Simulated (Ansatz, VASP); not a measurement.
## Os in VASP and in Ansatz

The input INCAR:

```
ALGO = Normal
EDIFF = 1E-8
ENCUT = 520
GGA = PS
ISIF = 2
ISMEAR = -1
LASPH = True
LCHARG = False
LEFG = True
LREAL = False
LWAVE = False
NBANDS = 10
NELM = 80
PREC = Accurate
SIGMA = 0.03
```

KPOINTS

```
k-points
0
Gamma
  14 14 14
```

The input POSCAR:

```
Os
1.0
    0.0000000000      1.9578811701      1.9578811701
    1.9578811701      0.0000000000      1.9578811701
    1.9578811701      1.9578811701      0.0000000000
Os
1
Direct
    0.0000000000      0.0000000000      0.0000000000
```

Input for Ansatz:

```yaml
crystal:
  lattice:
    - [0.0, 1.9578811701, 1.9578811701]
    - [1.9578811701, 0.0, 1.9578811701]
    - [1.9578811701, 1.9578811701, 0.0]
  atoms:
    - { symbol: Os, position: [0.0, 0.0, 0.0] }
kpoints:
  mp_grid: { grid: [14, 14, 14] }
scf:
  occupations: { method: fermi_dirac, width: 0.03 }
hamiltonian:
  xc: pbesol
  pseudopotentials: { kind: all_electron, datasets: crystal }
output:
  forces: true
  stress: true
  eigenvalues: true
  efg: { contact_densities: true }
```

Change from the starting cell: volume scaled by 1.02, crystal datasets.

Alike in both runs: task electric field gradients; functional PBEsol; k mesh 14 × 14 × 14; occupations fermi-dirac, width 0.03 eV; no spin polarisation.

|  | VASP | Ansatz |
| --- | --- | --- |
| version | VASP 6.6.1 | Ansatz 0.2.0 |
| potentials or method | VASP PAW PBE potentials, release 64 (Os), cutoff 520 eV | all-electron PAW with datasets made for the crystal, scalar-relativistic |

```tsv
	VASP	Ansatz	Ansatz less VASP
pressure (GPa)	-26.3	-26.0	+0.20
```

VASP's potentials were made for PBE, not for PBEsol. Ansatz ran all-electron here, and VASP with PAW potentials.

Neither program's run includes spin-orbit coupling.
